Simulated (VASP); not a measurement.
# Ir (Fm-3m) in VASP: a series of runs

Aim: see how the results for Ir move with the level of theory and the settings. Levels: BLYP+D3(BJ), LDA. Tasks: single point, relaxation of cell and atoms.

All numbers are computed with VASP 6.6.1; they aren't measurements. Logs are shortened: lines on timing, memory, paths and dates and some standing lists are left out, and cuts for length are marked.

**1. The cell of the first run**

Symmetry: Fm-3m, No. 225, cubic system. The conventional cell has a = 3.859 Å, b = 3.859 Å, c = 3.859 Å, α = 90.00°, β = 90.00°, γ = 90.00°. Within 3.6 Å of Ir (site symmetry m-3m) lie 12 Ir at 2.73 Å.

**2. Single point, BLYP+D3(BJ)**

File INCAR:

```
PREC = Accurate ; ENCUT = 520
EDIFF = 1E-7 ; ISMEAR = -1
SIGMA = 0.05 ; LREAL = F
LASPH = T ; NELM = 100
ALGO = Normal ; ISIF = 2
LWAVE = F ; LCHARG = T
GGA = B5 ; ALDAX = 1.0
AGGAX = 1.0 ; AGGAC = 1.0
ALDAC = 0.0 ; IVDW = 12
VDW_S6 = 1.0 ; VDW_S8 = 2.6996
VDW_A1 = 0.4298 ; VDW_A2 = 4.2359
LELF = T ; LVHAR = T
NBANDS = 10
```

File KPOINTS:

```
Automatic mesh
0
Gamma
  12 12 12
```

File POSCAR:

```
Ir
1.0
    0.0000000000      1.9292748938      1.9292748938
    1.9292748938      0.0000000000      1.9292748938
    1.9292748938      1.9292748938      0.0000000000
Ir
1
Direct
    0.0000000000      0.0000000000      0.0000000000
```

Potentials or basis: VASP PAW PBE potentials, release 64 (Ir).

Run with:

```
cat potpaw_PBE.64/Ir/POTCAR > POTCAR
mpirun -np 1 vasp_std > vasp.out
```

OUTCAR:

```text
PREC = Accurate
   ENCUT = 520
   EDIFF = 1E-7
   ISMEAR = -1
   LREAL = F
   LASPH = T
   NELM = 100
   ISIF = 2
   GGA = B5
   IVDW = 12
 IVDW          = 12

 ion  position               nearest neighbor table
   1  0.000  0.000  0.000-

  LATTYP: Found a face centered cubic cell.
 ALAT       =     3.8585497876

  Lattice vectors:

 A1 = (   0.0000000000,   1.9292748938,   1.9292748938)
 A2 = (   1.9292748938,   0.0000000000,   1.9292748938)
 A3 = (   1.9292748938,   1.9292748938,   0.0000000000)

Analysis of symmetry for initial positions (statically):
[... 5 lines left out ...]
 face centered cubic supercell.

 Subroutine GETGRP returns: Found 48 space group operations
 (whereof 48 operations were pure point group operations)
 out of a pool of 48 trial point group operations.

The static configuration has the point symmetry O_h .

Analysis of symmetry for dynamics (positions and initial velocities):
[... 5 lines left out ...]
 face centered cubic supercell.

 Subroutine GETGRP returns: Found 48 space group operations
 (whereof 48 operations were pure point group operations)
 out of a pool of 48 trial point group operations.

The dynamic configuration has the point symmetry O_h .

 Subroutine INISYM returns: Found 48 space group operations
 (whereof 48 operations are pure point group operations),
 and found     1 'primitive' translations

----------------------------------------------------------------------------------------

                                     Primitive cell

  volume of cell :      14.3619

  direct lattice vectors                    reciprocal lattice vectors
     0.000000000  1.929274894  1.929274894    -0.259164726  0.259164726  0.259164726
     1.929274894  0.000000000  1.929274894     0.259164726 -0.259164726  0.259164726
     1.929274894  1.929274894  0.000000000     0.259164726  0.259164726 -0.259164726

  length of vectors
     2.728406720  2.728406720  2.728406720     0.448886474  0.448886474  0.448886474

  position of ions in fractional coordinates (direct lattice)
     0.000000000  0.000000000  0.000000000

  ion indices of the primitive-cell ions
   primitive index   ion index
                 1           1

----------------------------------------------------------------------------------------

 KPOINTS: Automatic mesh

Automatic generation of k-mesh.
 Grid dimensions read from file:
 generate k-points for:   12   12   12

 Generating k-lattice:

  Cartesian coordinates                     Fractional coordinates (reciprocal lattice)
    -0.021597061  0.021597061  0.021597061     0.083333333  0.000000000  0.000000000
     0.021597061 -0.021597061  0.021597061     0.000000000  0.083333333  0.000000000
     0.021597061  0.021597061 -0.021597061     0.000000000  0.000000000  0.083333333

  Length of vectors
     0.037407206  0.037407206  0.037407206

  Shift w.r.t. Gamma in fractional coordinates (k-lattice)
     0.000000000  0.000000000  0.000000000

 Subroutine IBZKPT returns following result:
 ===========================================

 Found     72 irreducible k-points:

 Following reciprocal coordinates:
            Coordinates               Weight
  0.000000  0.000000  0.000000      1.000000
  0.083333  0.000000  0.000000      8.000000
  0.166667  0.000000  0.000000      8.000000
  0.250000  0.000000  0.000000      8.000000
  0.333333  0.000000  0.000000      8.000000
  0.416667  0.000000  0.000000      8.000000
[... 16 lines left out ...]
  0.500000  0.166667  0.000000     24.000000
 -0.416667  0.166667  0.000000     24.000000
 [... further k-points ...]
   k-points           NKPTS =     72   k-points in BZ     NKDIM =     72   number of bands    NBANDS=     10
   number of dos      NEDOS =    301   number of ions     NIONS =      1
   total plane-waves  NPLWV =   8000
   dimension x,y,z NGX =    20 NGY =   20 NGZ =   20
   dimension x,y,z NGXF=    40 NGYF=   40 NGZF=   40
   ions per type =               1
   NGX,Y,Z   is equivalent  to a cutoff of  12.19, 12.19, 12.19 a.u.
   NGXF,Y,Z  is equivalent  to a cutoff of  24.37, 24.37, 24.37 a.u.
 SYSTEM =  unknown system
   PREC   = accura    normal or accurate (medium, high low for compatibility)
   ISTART =      0    job   : 0-new  1-cont  2-samecut
   ICHARG =      2    charge: 1-file 2-atom 10-const
   ISPIN  =      1    spin polarized calculation?
   LNONCOLLINEAR =      F non collinear calculations
   LSORBIT =      F    spin-orbit coupling
   LASPH  =      T    aspherical Exc in radial PAW
   ENCUT  =  520.0 eV  38.22 Ry    6.18 a.u.   5.07  5.07  5.07*2*pi/ulx,y,z
   NELM   =    100;   NELMIN=  2; NELMDL= -5     # of ELM steps
   EDIFF  = 0.1E-06   stopping-criterion for ELM
   LREAL  =      F    real-space projection
   EDIFFG = 0.1E-05   stopping-criterion for IOM
   NSW    =      0    number of steps for IOM
   IBRION =     -1    ionic relax: 0-MD 1-quasi-New 2-CG
   NFREE  =      0    steps in history (QN), initial steepest desc. (CG)
   ISIF   =      2    stress and relaxation
   ISYM   =      2    0-nonsym 1-usesym 2-fastsym
   POTIM  = 0.5000    time-step for ionic-motion
   TEBEG  =    0.0;   TEEND  =   0.0 temperature during run
   PSTRESS=    0.0 pullay stress
   NELECT =       9.0000    total number of electrons
   NUPDOWN=      -1.0000    fix difference up-down
   EMIN   =  10.00;   EMAX   =-10.00  energy-range for DOS
[... 5 lines left out ...]
     AMIX     =   0.40;   BMIX     =  1.00
     AMIX_MAG =   1.60;   BMIX_MAG =  1.00
  volume/ion in A,a.u.               =      14.36        96.92
  Fermi-wavevector in a.u.,A,eV,Ry     =   1.400936  2.647385 26.703080  1.962621
  Thomas-Fermi vector in A             =   2.523847
   LORBIT       =      0    0 simple, 1 ext, 2 COOP (PROOUT), +10 PAW based schemes
   GGA     = B5    functional components
   LHFCALC =     F    Hartree Fock is set to
   AEXX    =    0.0000 exact exchange contribution
   IVDW    =    12    specifies the selected vdW correction
   LEPSILON=     F    determine dielectric tensor
   LRPA    =     F    only Hartree local field effects (RPA)
 non-spin polarized calculation
  energy-cutoff  :      520.00
  volume of cell :       14.36
 maximum number of plane-waves:       397
   NGX = 11   NGY = 11   NGZ = 11

 number of electron       9.0000000 magnetization

 Free energy of the ion-electron system (eV)
  ---------------------------------------------------
  ext. energy  EPLUGINS =         0.00000000
  ---------------------------------------------------
  free energy    TOTEN  =        -7.39632963 eV

  energy without entropy =       -7.39148626  energy(sigma->0) =       -7.39390795

 E-fermi :  10.7511     XC(G=0): -13.1880

 val. band max:       10.7347393572   @ k =  -0.3333   0.3333   0.0000
 cond. band min:      10.7552953817   @ k =  -0.2500   0.0833   0.0000
 fundamental gap:      0.0205560245
 Fermi energy:        10.7511330588

 k-point     1 :       0.0000    0.0000    0.0000
  band No.  band energies     occupation
      1      -0.0180      2.00000
      2       6.9202      2.00000
      3       6.9202      2.00000
      4       6.9202      2.00000
      5       9.5301      2.00000
      6       9.5301      2.00000
      7      25.4226      0.00000
      8      30.7867      0.00000
      9      30.7867      0.00000
     10      30.7867      0.00000

 k-point     2 :       0.0833    0.0000    0.0000
  band No.  band energies     occupation
      1       0.2846      2.00000
      2       6.7723      2.00000
      3       7.0479      2.00000
      4       7.0479      2.00000
      5       9.4539      2.00000
      6       9.4539      2.00000
      7      25.9310      0.00000
      8      29.4195      0.00000
      9      31.2802      0.00000
     10      31.2802      0.00000

 k-point     3 :       0.1667    0.0000    0.0000
  band No.  band energies     occupation
      1       1.1129      2.00000
      2       6.4815      2.00000
      3       7.3070      2.00000
      4       7.3070      2.00000
      5       9.3855      2.00000
      6       9.3855      2.00000
      7      26.9660      0.00000
      8      27.3082      0.00000
      9      32.6561      0.00000
     10      32.6561      0.00000

 k-point     4 :       0.2500    0.0000    0.0000
  band No.  band energies     occupation
      1       2.1442      2.00000
      2       6.4997      2.00000
      3       7.3557      2.00000
      4       7.3557      2.00000
      5       9.7229      2.00000
      6       9.7229      2.00000
      7      24.7407      0.00000
      8      27.7342      0.00000
      9      34.4489      0.00000
     10      34.4491      0.00000

 k-point     5 :       0.3333    0.0000    0.0000
  band No.  band energies     occupation
      1       2.7689      2.00000
      2       7.1383      2.00000
      3       7.1384      2.00000
      4       7.4681      2.00000
      5      10.4951      1.98813
      6      10.4951      1.98813
      7      22.1038      0.00000
      8      26.5192      0.00000
      9      33.2616      0.00000
     10      33.2616      0.00000

 k-point     6 :       0.4167    0.0000    0.0000
  band No.  band energies     occupation
      1       2.8814      2.00000
      2       6.9122      2.00000
      3       6.9122      2.00000
      4       9.2451      2.00000
      5      11.2645      0.00007
      6      11.2645      0.00007
      7      19.3339      0.00000
      8      25.3714      0.00000
      9      31.2713      0.00000
     10      31.2713      0.00000
[... 183 lines left out ...]
 k-point    21 :       0.3333    0.1667    0.0000
  band No.  band energies     occupation
      1       3.2817      2.00000
      2       5.5166      2.00000
      3       7.0093      2.00000
      4       8.2018      2.00000
      5      10.1290      1.99999
      6      10.8851      0.12846
      7      24.5745      0.00000
      8      28.5026      0.00000
      9      29.7525      0.00000
     10      31.7337      0.00000

 k-point    22 :       0.4167    0.1667    0.0000
  band No.  band energies     occupation
      1       3.6689      2.00000
      2       6.1181      2.00000
      3       6.7496      2.00000
      4       7.9767      2.00000
      5      11.5073      0.00000
      6      11.9392      0.00000
      7      21.2292      0.00000
      8      27.2584      0.00000
      9      29.0586      0.00000
     10      31.2139      0.00000

 k-point    23 :       0.5000    0.1667    0.0000
  band No.  band energies     occupation
      1       3.7280      2.00000
      2       6.1097      2.00000
      3       7.5944      2.00000
      4       7.7438      2.00000
      5      11.6668      0.00000
      6      14.0009      0.00000
      7      18.2631      0.00000
      8      26.5220      0.00000
      9      29.0718      0.00000
     10      29.6198      0.00000

 k-point    24 :      -0.4167    0.1667    0.0000
  band No.  band energies     occupation
      1       3.7954      2.00000
      2       6.1259      2.00000
      3       7.6340      2.00000
      4       7.9507      2.00000
      5      11.1588      0.00058
      6      14.5875      0.00000
      7      17.9225      0.00000
      8      26.3014      0.00000
      9      28.3800      0.00000
     10      30.2909      0.00000

 [... further k-points ...]

------------------------ aborting loop because EDIFF is reached ----------------------------------------

 Edisp (eV)   -1.69887

 E8    (eV) :    -1.2869

  FORCE on cell =-STRESS in cart. coord.  units (eV):
  Direction    XX          YY          ZZ          XY          YZ          ZX
  --------------------------------------------------------------------------------------
  -------------------------------------------------------------------------------------
  Total       0.27874     0.27874     0.27874     0.00000     0.00000     0.00000
  in kB      31.09540    31.09540    31.09540     0.00000     0.00000     0.00000
  external pressure =       31.10 kB  Pullay stress =        0.00 kB

 VOLUME and BASIS-vectors are now :
 -----------------------------------------------------------------------------
  energy-cutoff  :      520.00
  volume of cell :       14.36
      direct lattice vectors                 reciprocal lattice vectors
     0.000000000  1.929274894  1.929274894    -0.259164726  0.259164726  0.259164726
     1.929274894  0.000000000  1.929274894     0.259164726 -0.259164726  0.259164726
     1.929274894  1.929274894  0.000000000     0.259164726  0.259164726 -0.259164726

 POSITION                                       TOTAL-FORCE (eV/Angst)
 -----------------------------------------------------------------------------------
      0.00000      0.00000      0.00000        -0.000000      0.000000      0.000000
 -----------------------------------------------------------------------------------
    total drift:                                0.000000      0.000000      0.000000

  FREE ENERGIE OF THE ION-ELECTRON SYSTEM (eV)
  ---------------------------------------------------
  free  energy   TOTEN  =        -9.0951959784 eV

  energy  without entropy=       -9.0903525997  energy(sigma->0) =       -9.09277429
```

Wall time 14 s (1 thread of Intel Xeon 6975P-C, shared host); peak memory 0.14 GiB.

What came out:

| Quantity | Value |
| --- | --- |
| Free energy | -9.0952 eV |
| Pressure | 3.1 GPa |
| Dispersion energy per atom | -1.699 eV |

Levels at points of the mesh, in eV from the Fermi level:
```tsv
k point	band 1	band 2	band 3	band 4	band 5	band 6	band 7	band 8	band 9
(0.00, 0.00, 0.00)	-10.77	-3.83	-3.83	-3.83	-1.22	-1.22	14.67	20.04	20.04
(0.50, 0.00, 0.00)	-7.88	-3.93	-3.93	-0.41	0.84	0.84	7.14	14.24	19.77
(0.50, 0.50, 0.00)	-7.68	-7.16	0.80	1.41	1.41	1.97	10.33	11.81	11.81
```

Caveat: the PAW data sets were made with another functional, which shifts forces and pressure a little; spin-orbit coupling is left out, which moves the levels of the heavy elements; pairwise dispersion overbinds metals, which lowers pressure and volume.

**3. Relaxation of cell and atoms, LDA**

This run uses another cell than the first one, of 14.06 Å³/atom, 0.979 times its volume.

File INCAR:

```
SYSTEM = Ir
PREC = Accurate ; ENCUT = 600
EDIFF = 1E-7 ; ISMEAR = -1
SIGMA = 0.05 ; LREAL = .FALSE.
LASPH = .TRUE. ; NELM = 60
ALGO = Normal ; ISIF = 3
LWAVE = .FALSE. ; LCHARG = .FALSE.
IBRION = 2 ; NSW = 80
EDIFFG = -0.01
```

File KPOINTS:

```
regular mesh
0
G
  12 12 12
  0 0 0
```

File POSCAR:

```
Ir
1.0
    0.0000000000      1.9156000000      1.9156000000
    1.9156000000      0.0000000000      1.9156000000
    1.9156000000      1.9156000000      0.0000000000
Ir
1
Direct
    0.0000000000      0.0000000000      0.0000000000
```

Potentials or basis: VASP PAW LDA potentials, release 64 (Ir).

Run with:

```
cat potpaw_LDA.64/Ir/POTCAR > POTCAR
mpirun -np 1 vasp_std > vasp.out
```

It took 17 s on 1 thread of Intel Xeon 6975P-C, shared host; peak memory 0.16 GiB.

Results (log left out):

| Quantity | Value |
| --- | --- |
| Free energy | -10.3472 eV |
| Relaxed volume | 13.92 Å³/atom |
| Relaxed cell | a = 2.700 Å, b = 2.700 Å, c = 2.700 Å, α = 60.00°, β = 60.00°, γ = 60.00° |
| Space group after relaxing (to 0.05 Å) | Fm-3m (No. 225) |
| Energy gained by relaxing | 1.8 meV/atom |
| Ionic steps | 3 |
| Pressure after relaxing | -0.1 GPa |

The path:
```csv
step,energy change (eV),largest force (eV/Å),pressure (GPa),volume (Å³)
1,0.0000,0.0000,-4.07,14.06
2,0.0303,0.0000,18.83,13.34
3,-0.0018,0.0000,-0.08,13.92
```

Final structure:
```
Ir
1.0
     0.00000    1.90916    1.90916
     1.90916    0.00000    1.90916
     1.90916    1.90916    0.00000
Ir
1
Direct
  0.00000 0.00000 0.00000
```

Levels at points of the mesh, in eV from the Fermi level:
| k point | band 1 | band 2 | band 3 | band 4 | band 5 | band 6 | band 7 | band 8 |
| --- | --- | --- | --- | --- | --- | --- | --- | --- |
| (0.00, 0.00, 0.00) | -11.32 | -4.05 | -4.05 | -4.05 | -1.26 | -1.26 | 14.28 | 19.91 |
| (0.50, 0.00, 0.00) | -8.32 | -4.15 | -4.15 | -0.79 | 0.89 | 0.89 | 7.40 | 13.82 |
| (0.50, 0.50, 0.00) | -8.15 | -7.58 | 0.88 | 1.48 | 1.48 | 1.71 | 10.71 | 11.74 |

Caveat: spin-orbit coupling is left out, which moves the levels of the heavy elements. Zero-point motion and thermal expansion aren't in these numbers.
